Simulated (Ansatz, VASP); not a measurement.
**Two plane-wave programs on Hf**

Contents of INCAR:

```
PREC = Accurate ; ENCUT = 520
EDIFF = 1E-8 ; ISMEAR = -1
SIGMA = 0.05 ; LREAL = F
LASPH = T ; NELM = 60
ALGO = Normal ; ISIF = 2
LWAVE = F ; LCHARG = F
GGA = PE ; LEFG = T
NBANDS = 17
```

Contents of KPOINTS:

```
regular mesh
0
Gamma
  13 13 7
```

Contents of POSCAR:

```
Hf
1.0
    3.1966985242      0.0000000000      0.0000000000
   -1.5983492621      2.7684221302      0.0000000000
    0.0000000000      0.0000000000      4.9060660000
Hf
2
Direct
    0.3333333333      0.6666666667      0.2500000000
    0.6666666667      0.3333333333      0.7500000000
```

Input for Ansatz:

```yaml
crystal:
  lattice:
    - [3.1966985242, 0.0, 0.0]
    - [-1.5983492621, 2.7684221302, 0.0]
    - [0.0, 0.0, 4.906066]
  atoms:
    - { symbol: Hf, position: [0.3333333333, 0.6666666667, 0.25] }
    - { symbol: Hf, position: [0.6666666667, 0.3333333333, 0.75] }
kpoints:
  mp_grid: { grid: [13, 13, 7] }
scf:
  occupations: { method: fermi_dirac, width: 0.05 }
hamiltonian:
  xc: pbe
  pseudopotentials: { kind: paw }
output:
  forces: true
  stress: true
  eigenvalues: true
  efg: { contact_densities: true }
```

Change from the starting cell: zz strain of -3 %, PAW files.

Alike in both runs: task electric field gradients; functional PBE; k mesh 13 × 13 × 7; occupations fermi-dirac, width 0.05 eV; no spin polarisation.

|  | VASP | Ansatz |
| --- | --- | --- |
| version | VASP 6.6.1 | Ansatz 0.2.0 |
| potentials or method | VASP PAW PBE potentials, release 64 (Hf_pv) | PAW with Ansatz's default frozen-core files, scalar-relativistic |
| plane-wave cutoff (eV) | 520 | 420 |
| valence electrons in the cell | 20 | 52 |

Ansatz gave:

```
pressure (GPa)                                                : 4.5
traceless stress, the component that is largest in VASP (GPa) : 2.94
size of Vzz on the site where it differs most (V/Å²)          : 126.0
```

Q: Estimate VASP's values.

A: Pressure (GPa): 4.1; traceless stress, the component that is largest in VASP (GPa): 2.86; size of Vzz on the site where it differs most (V/Å²): 114.6.

VASP's potentials hold 20 valence electrons a cell and Ansatz's 52, so a difference there can come from the potentials and not from the codes.

Spin-orbit coupling is off throughout.
